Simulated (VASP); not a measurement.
Write the native input for VASP 6.6.1 that does the following.

- Task: electric field gradients
- Functional: LDA
- Potentials or basis: VASP PAW LDA potentials, release 64 (Ba_sv, S)
- Cutoff: 400 eV
- k mesh: 7 × 7 × 7
- Occupations: fermi-dirac, width 0.01 eV
- Spin: no spin polarisation
- Dipole correction: no
- Further INCAR settings: ALGO = Normal; EDIFF = 1e-08; NBANDS = 15

The structure of BaS lies in POSCAR:

```
BaS
1.0
    0.0000000000      3.1298750000      3.1937500000
    3.1298750000      0.0000000000      3.1937500000
    3.1298750000      3.1298750000      0.0000000000
Ba S
1 1
Direct
    0.0000000000      0.0000000000      0.0000000000
    0.5000000000      0.5000000000      0.5000000000
```

This cell differs from its parent crystal: equal xx and yy strain of -2 %.

These files were run (other wordings do the same):

INCAR

```
SYSTEM = BaS
PREC = Accurate ; ENCUT = 400
EDIFF = 1E-8 ; ISMEAR = -1
SIGMA = 0.01 ; LREAL = .FALSE.
LASPH = .TRUE. ; NELM = 120
ALGO = Normal ; ISIF = 2
LWAVE = .FALSE. ; LCHARG = .FALSE.
LEFG = .TRUE. ; NBANDS = 15
GGA_COMPAT = .FALSE.
```

KPOINTS

```
Automatic mesh
0
G
  7 7 7
  0 0 0
```

Potentials or basis: VASP PAW LDA potentials, release 64 (Ba_sv, S).

Launch:

```sh
$ cat potpaw_LDA.64/Ba_sv/POTCAR potpaw_LDA.64/S/POTCAR > POTCAR
$ mpirun -np 1 vasp_std > vasp.out
```

Results of the run:

The pressure is 0.1 GPa, the band gap on the k mesh is 1.86 eV (least direct gap 1.98 eV) and the largest electric field gradient by atom is Ba +29.0; S +8.4 V/Å².

Caveat: the cell differs from its parent crystal (equal xx and yy strain of -2 %); without QUAD_EFG the Cq values of the log hold for a quadrupole moment of 1 mb, not for the nuclei; spin-orbit coupling is left out, which moves the levels of the heavy elements; an odd mesh through Γ misses points on the zone boundary, where band edges can lie.

Wall time 33 s on 1 thread of Intel Xeon 8259CL, with other jobs on the host, peak memory 0.16 GiB.
